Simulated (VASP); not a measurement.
**Os2Pt: single point with PBE**

Os2Pt:

```
Os Pt
1.0
     0.00000    2.97161    2.97161
     2.97161    0.00000    2.97161
     2.97161    2.97161    0.00000
Os Pt
2 1
Cartesian
  1.4858 1.4858 1.4858
  4.4574 4.4574 4.4574
  0.0000 0.0000 0.0000
```

The cell was generated, and may not be a known phase.

```json
{
  "Program": "VASP 6.6.1",
  "Task": "single point",
  "Functional": "PBE",
  "Potentials or basis": "VASP PAW PBE potentials, release 64 (Os, Pt)",
  "Cutoff": "520 eV",
  "k mesh": "14 × 14 × 14",
  "Occupations": "gaussian, width 0.1 eV",
  "Spin": "no spin polarisation",
  "Dipole correction": "no",
  "Further INCAR settings": "ALGO = Normal; EDIFF = 1e-06; NBANDS = 20"
}
```

The pressure is -0.7 GPa and the band gap on the k mesh is zero (bands 13 and 14 overlap by 1.41 eV).

Levels at points of the mesh, in eV from the Fermi level:
```csv
k point,band 10,band 11,band 12,band 13,band 14,band 15,band 16,band 17
"(0.00, 0.00, 0.00)",-0.54,-0.54,1.07,1.07,1.07,1.90,1.90,7.40
"(0.50, 0.00, 0.00)",-1.44,-1.44,-1.28,-0.18,-0.18,0.86,0.86,1.92
"(0.50, 0.50, 0.00)",-1.46,-0.50,0.37,0.54,1.33,1.33,1.67,1.67
```

Wall time 48 s on 1 thread of Intel(R) Xeon(R) Platinum 8559C (Emerald Rapids), with other jobs on the host, peak memory 0.25 GiB.

Caveat: spin-orbit coupling is left out, which moves the levels of the heavy elements.
